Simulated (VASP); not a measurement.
# LiF (I-42m) in VASP: single point with PBE

Aim: the single point of LiF with PBE.

All numbers are computed with VASP 6.6.1; they aren't measurements. Logs are shortened: lines on timing, memory, paths and dates and some standing lists are left out, and cuts for length are marked.

## 1. The cell of the first run

The structure is tetragonal, space group I-42m (No. 121). The conventional cell has a = 5.942 Å, b = 5.942 Å, c = 7.794 Å, α = 90.00°, β = 90.00°, γ = 90.00°. Li (site symmetry m) has 4 F at 1.79 to 1.99 Å and 1 Li at 2.29 Å within 2.4 Å. Li (site symmetry -42m) has 4 F at 1.89 Å within 2.5 Å. F (site symmetry m) has 4 Li at 1.79 to 1.99 Å within 2.4 Å. F (site symmetry -42m) has 4 Li at 1.87 Å within 2.5 Å.

## 2. Single point, PBE

File POSCAR:

```
LiF
1.0
   -2.9712422000      2.9712422000      3.8968642000
    2.9712422000     -2.9712422000      3.8968642000
    2.9712422000      2.9712422000     -3.8968642000
Li F
5 5
Direct
    0.1738320000      0.4462190000      0.0000000000
    0.5537810000      0.5537810000      0.7276130000
    0.0000000000      0.0000000000      0.0000000000
    0.8261680000      0.8261680000      0.2723870000
    0.4462190000      0.1738320000      0.0000000000
    0.3311770000      0.3311770000      0.3019620000
    0.9707850000      0.6688230000      0.0000000000
    0.6688230000      0.9707850000      0.0000000000
    0.0292150000      0.0292150000      0.6980380000
    0.5000000000      0.5000000000      0.0000000000
```

File INCAR.step1:

```
SYSTEM = LiF
PREC = Accurate ; ENCUT = 520
EDIFF = 1E-6 ; ISMEAR = 0
SIGMA = 0.02 ; LREAL = .FALSE.
LASPH = .TRUE. ; NELM = 80
ALGO = Normal ; ISIF = 2
LWAVE = .FALSE. ; LCHARG = .TRUE.
GGA = PE ; NBANDS = 36
```

File KPOINTS.step1:

```
Automatic mesh
0
G
  6 6 6
  0 0 0
```

File INCAR.step2:

```
SYSTEM = LiF
PREC = Accurate ; ENCUT = 520
EDIFF = 1E-6 ; ISMEAR = -5
SIGMA = 0.02 ; LREAL = .FALSE.
LASPH = .TRUE. ; NELM = 80
ALGO = Normal ; ISIF = 2
LWAVE = .FALSE. ; LCHARG = .FALSE.
GGA = PE ; LORBIT = 11
NBANDS = 36 ; NEDOS = 2001
ICHARG = 11
```

File KPOINTS.step2:

```
Automatic mesh
0
G
  9 9 9
  0 0 0
```

Potentials or basis: VASP PAW PBE potentials, release 64 (Li_sv, F).

On the command line:

```sh
$ cat potpaw_PBE.64/Li_sv/POTCAR potpaw_PBE.64/F/POTCAR > POTCAR
$ cp INCAR.step1 INCAR
$ cp KPOINTS.step1 KPOINTS
$ mpirun -np 1 vasp_std > vasp.out
$ cp INCAR.step2 INCAR
$ cp KPOINTS.step2 KPOINTS
$ mpirun -np 1 vasp_std > vasp.out
```

OUTCAR:

```text
SYSTEM = LiF
   PREC = Accurate
   ENCUT = 520
   EDIFF = 1E-6
   ISMEAR = -5
   LREAL = .FALSE.
   LASPH = .TRUE.
   NELM = 80
   ISIF = 2
   GGA = PE
   LORBIT = 11
   ICHARG = 11

 ion  position               nearest neighbor table
   1  0.174  0.446  0.000-   7 1.79  10 1.87   9 1.99   6 1.99   5 2.29
   2  0.554  0.554  0.728-   6 1.79  10 1.87   8 1.99   7 1.99   4 2.29
   3  0.000  0.000  0.000-   6 1.89   7 1.89   8 1.89   9 1.89
   4  0.826  0.826  0.272-   9 1.79  10 1.87   7 1.99   8 1.99   2 2.29
   5  0.446  0.174  0.000-   8 1.79  10 1.87   9 1.99   6 1.99   1 2.29
   6  0.331  0.331  0.302-   2 1.79   3 1.89   1 1.99   5 1.99
   7  0.971  0.669  0.000-   1 1.79   3 1.89   2 1.99   4 1.99
   8  0.669  0.971  0.000-   5 1.79   3 1.89   2 1.99   4 1.99
   9  0.029  0.029  0.698-   4 1.79   3 1.89   1 1.99   5 1.99
  10  0.500  0.500  0.000-   4 1.87   1 1.87   5 1.87   2 1.87

  LATTYP: Found a body centered tetragonal cell.
 ALAT       =     5.9424844000
 C/A-ratio  =     1.3115269432

  Lattice vectors:

 A1 = (  -2.9712422000,   2.9712422000,   3.8968642000)
 A2 = (   2.9712422000,  -2.9712422000,   3.8968642000)
 A3 = (   2.9712422000,   2.9712422000,  -3.8968642000)

Analysis of symmetry for initial positions (statically):
=====================================================================
 Subroutine PRICEL returns:
 Original cell was already a primitive cell.

 Routine SETGRP: Setting up the symmetry group for a
 body centered tetragonal supercell.

 Subroutine GETGRP returns: Found  8 space group operations
 (whereof  8 operations were pure point group operations)
 out of a pool of 16 trial point group operations.

The static configuration has the point symmetry D_2d.

Analysis of symmetry for dynamics (positions and initial velocities):
=====================================================================
 Subroutine PRICEL returns:
 Original cell was already a primitive cell.

 Routine SETGRP: Setting up the symmetry group for a
 body centered tetragonal supercell.

 Subroutine GETGRP returns: Found  8 space group operations
 (whereof  8 operations were pure point group operations)
 out of a pool of 16 trial point group operations.

The dynamic configuration has the point symmetry D_2d.

 Subroutine INISYM returns: Found  8 space group operations
 (whereof  8 operations are pure point group operations),
 and found     1 'primitive' translations

----------------------------------------------------------------------------------------

                                     Primitive cell

  volume of cell :     137.6104

  direct lattice vectors                    reciprocal lattice vectors
    -2.971242200  2.971242200  3.896864200     0.000000000  0.168279785  0.128308295
     2.971242200 -2.971242200  3.896864200     0.168279785  0.000000000  0.128308295
     2.971242200  2.971242200 -3.896864200     0.168279785  0.168279785  0.000000000

  length of vectors
     5.730803697  5.730803697  5.730803697     0.211615464  0.211615464  0.237983555

  position of ions in fractional coordinates (direct lattice)
     0.173832000  0.446219000  0.000000000
     0.553781000  0.553781000  0.727613000
     0.000000000  0.000000000  0.000000000
     0.826168000  0.826168000  0.272387000
     0.446219000  0.173832000  0.000000000
     0.331177000  0.331177000  0.301962000
     0.970785000  0.668823000  0.000000000
     0.668823000  0.970785000  0.000000000
     0.029215000  0.029215000  0.698038000
     0.500000000  0.500000000  0.000000000

  ion indices of the primitive-cell ions
   primitive index   ion index
                 1           1
                 2           2
                 3           3
                 4           4
                 5           5
                 6           6
                 7           7
                 8           8
                 9           9
                10          10

----------------------------------------------------------------------------------------

 KPOINTS: Automatic mesh

Automatic generation of k-mesh.
 Grid dimensions read from file:
 generate k-points for:    9    9    9

 Generating k-lattice:

  Cartesian coordinates                     Fractional coordinates (reciprocal lattice)
     0.000000000  0.018697754  0.014256477     0.111111111  0.000000000  0.000000000
     0.018697754  0.000000000  0.014256477     0.000000000  0.111111111  0.000000000
     0.018697754  0.018697754  0.000000000     0.000000000  0.000000000  0.111111111

  Length of vectors
     0.023512829  0.023512829  0.026442617

  Shift w.r.t. Gamma in fractional coordinates (k-lattice)
     0.000000000  0.000000000  0.000000000

 TETIRR: Found    939 inequivalent tetrahedra from     4374

 Subroutine IBZKPT returns following result:
 ===========================================

 Found     75 irreducible k-points:

 Following reciprocal coordinates:
            Coordinates               Weight
  0.000000  0.000000  0.000000      1.000000
  0.111111  0.000000 -0.000000      8.000000
  0.222222  0.000000 -0.000000      8.000000
  0.333333  0.000000  0.000000      8.000000
  0.444444  0.000000 -0.000000      8.000000
  0.111111  0.111111 -0.000000      8.000000
[... 16 lines left out ...]
 -0.333333  0.333333  0.000000      4.000000
  0.444444  0.444444 -0.000000      8.000000
 [... further k-points ...]
   k-points           NKPTS =     75   k-points in BZ     NKDIM =     75   number of bands    NBANDS=     36
   number of dos      NEDOS =   2001   number of ions     NIONS =     10
   total plane-waves  NPLWV = 110592
   dimension x,y,z NGX =    48 NGY =   48 NGZ =   48
   dimension x,y,z NGXF=    96 NGYF=   96 NGZF=   96
   ions per type =               5   5
   NGX,Y,Z   is equivalent  to a cutoff of  13.92, 13.92, 13.92 a.u.
   NGXF,Y,Z  is equivalent  to a cutoff of  27.85, 27.85, 27.85 a.u.
 SYSTEM =  LiF
   PREC   = accura    normal or accurate (medium, high low for compatibility)
   ISTART =      0    job   : 0-new  1-cont  2-samecut
   ICHARG =     11    charge: 1-file 2-atom 10-const
   ISPIN  =      1    spin polarized calculation?
   LNONCOLLINEAR =      F non collinear calculations
   LSORBIT =      F    spin-orbit coupling
   LASPH  =      T    aspherical Exc in radial PAW
   ENCUT  =  520.0 eV  38.22 Ry    6.18 a.u.  10.66 10.66 10.66*2*pi/ulx,y,z
   NELM   =     80;   NELMIN=  2; NELMDL=  0     # of ELM steps
   EDIFF  = 0.1E-05   stopping-criterion for ELM
   LREAL  =      F    real-space projection
   EDIFFG = 0.1E-04   stopping-criterion for IOM
   NSW    =      0    number of steps for IOM
   IBRION =     -1    ionic relax: 0-MD 1-quasi-New 2-CG
   NFREE  =      0    steps in history (QN), initial steepest desc. (CG)
   ISIF   =      2    stress and relaxation
   ISYM   =      2    0-nonsym 1-usesym 2-fastsym
   POTIM  = 0.5000    time-step for ionic-motion
   TEBEG  =    0.0;   TEEND  =   0.0 temperature during run
   PSTRESS=    0.0 pullay stress
   NELECT =      50.0000    total number of electrons
   NUPDOWN=      -1.0000    fix difference up-down
   EMIN   =  10.00;   EMAX   =-10.00  energy-range for DOS
   EFERMI =   0.00;   METHOD = LEGACY
   ISMEAR =    -5;   SIGMA  =   0.02  broadening in eV -4-tet -1-fermi 0-gaus
   EFERMI_NEDOS =   21; number of points for ismear=-14 and -15
   IALGO  =     38    algorithm
   IMIX   =      4    mixing-type and parameters
     AMIX     =   0.40;   BMIX     =  1.00
     AMIX_MAG =   1.60;   BMIX_MAG =  1.00
  volume/ion in A,a.u.               =      13.76        92.86
  Fermi-wavevector in a.u.,A,eV,Ry     =   1.168192  2.207564 18.567510  1.364673
  Thomas-Fermi vector in A             =   2.304682
   LORBIT       =     11    0 simple, 1 ext, 2 COOP (PROOUT), +10 PAW based schemes
   GGA     = PE    functional components
   LHFCALC =     F    Hartree Fock is set to
   AEXX    =    0.0000 exact exchange contribution
   IVDW    =     0    specifies the selected vdW correction
   LEPSILON=     F    determine dielectric tensor
   LRPA    =     F    only Hartree local field effects (RPA)
 non-spin polarized calculation
 Fermi weights with tetrahedron method with Bloechl corrections
  energy-cutoff  :      520.00
  volume of cell :      137.61
 maximum number of plane-waves:      3732
 NGX is ok and might be reduce to    48

 number of electron      50.0000014 magnetization

 Free energy of the ion-electron system (eV)
  ---------------------------------------------------
  ext. energy  EPLUGINS =         0.00000000
  ---------------------------------------------------
  free energy    TOTEN  =       -47.31829492 eV

  energy without entropy =      -47.31829492  energy(sigma->0) =      -47.31829492

 E-fermi :  -3.9890     XC(G=0):  -7.1740

 val. band max:       -4.0005208983   @ k =  -0.4444   0.4444   0.0000
 cond. band min:       2.6954053260   @ k =   0.0000   0.0000   0.0000
 fundamental gap:      6.6959262243
 Fermi energy:        -3.9890495407

 k-point     1 :       0.0000    0.0000    0.0000
  band No.  band energies     occupation
      1     -44.7611      2.00000
      2     -44.7404      2.00000
      3     -44.6856      2.00000
      4     -44.6856      2.00000
      5     -44.6694      2.00000
      6     -23.2207      2.00000
[... 28 lines left out ...]
     35      10.2882      0.00000
     36      10.9691      0.00000
[... 866 lines left out ...]
      6     -23.2354      2.00000
[... 28 lines left out ...]
     35      11.4883      0.00000
     36      11.5262      0.00000

 [... further k-points ...]

------------------------ aborting loop because EDIFF is reached ----------------------------------------

  FORCE on cell =-STRESS in cart. coord.  units (eV):
  Direction    XX          YY          ZZ          XY          YZ          ZX
  --------------------------------------------------------------------------------------
  -------------------------------------------------------------------------------------
  Total       -0.0705089     -0.0705089     -0.1371010      0.0000000     -0.0000000      0.0000000
  in kB       -0.8209241     -0.8209241     -1.5962463      0.0000000     -0.0000000      0.0000000
  external PRESSURE =      -1.0793649 kB  Pullay stress =       0.0000000 kB

 VOLUME and BASIS-vectors are now :
 -----------------------------------------------------------------------------
  energy-cutoff  :      520.00
  volume of cell :      137.61
      direct lattice vectors                 reciprocal lattice vectors
    -2.971242200  2.971242200  3.896864200     0.000000000  0.168279785  0.128308295
     2.971242200 -2.971242200  3.896864200     0.168279785  0.000000000  0.128308295
     2.971242200  2.971242200 -3.896864200     0.168279785  0.168279785  0.000000000

 POSITION                                       TOTAL-FORCE (eV/Angst)
 -----------------------------------------------------------------------------------
      0.80933     -0.80933      2.41625        -0.003365      0.003365     -0.004988
      2.16191      2.16191      1.48061         0.003365      0.003365      0.004988
      0.00000      0.00000      0.00000         0.000000     -0.000000      0.000000
      0.80933      0.80933      5.37747        -0.003365     -0.003365      0.004988
     -0.80933      0.80933      2.41625         0.003365     -0.003365     -0.004988
      0.89720      0.89720      1.40440        -0.008070     -0.008070      0.000720
     -0.89720      0.89720      6.38933         0.008070     -0.008070     -0.000720
      0.89720     -0.89720      6.38933        -0.008070      0.008070     -0.000720
      2.07404      2.07404     -2.49247         0.008070      0.008070      0.000720
      0.00000      0.00000      3.89686         0.000000     -0.000000      0.000000
 -----------------------------------------------------------------------------------
    total drift:                                0.000002      0.000002      0.000002

  FREE ENERGIE OF THE ION-ELECTRON SYSTEM (eV)
  ---------------------------------------------------
  free  energy   TOTEN  =       -47.3182949242 eV

  energy  without entropy=      -47.3182949242  energy(sigma->0) =      -47.31829492

 total charge

# of ion       s       p       d       tot
------------------------------------------
    1        2.022   0.056   0.000   2.077
    2        2.022   0.056   0.000   2.077
    3        2.021   0.056   0.000   2.077
    4        2.022   0.056   0.000   2.077
    5        2.022   0.056   0.000   2.077
    6        1.729   4.400   0.000   6.129
    7        1.729   4.400   0.000   6.129
    8        1.729   4.400   0.000   6.129
    9        1.729   4.400   0.000   6.129
   10        1.729   4.410   0.000   6.138
--------------------------------------------------
tot         18.751  22.288   0.000  41.039
```

Wall time 3.9 min (1 thread of Intel Xeon 6975P-C (Granite Rapids), shared host); peak memory 0.45 GiB.

Results:

| Property | Result |
| --- | --- |
| Valence electrons inside the program's atomic spheres | Li 2.08; F 6.13, 6.14 (each value once) |

Levels at points of the mesh, in eV from the valence-band top:
| k point | band 21 | band 22 | band 23 | band 24 | band 25 | band 26 | band 27 | band 28 | band 29 | band 30 |
| --- | --- | --- | --- | --- | --- | --- | --- | --- | --- | --- |
| (0.00, 0.00, 0.00) | -0.18 | -0.18 | -0.02 | -0.01 | -0.01 | 6.70 | 10.91 | 11.45 | 11.45 | 11.61 |

Caveat: the cutoff is under 1.25 times the usual one of these potentials, so pressure, stress and relaxed cells hold a basis-set (Pulay) error.
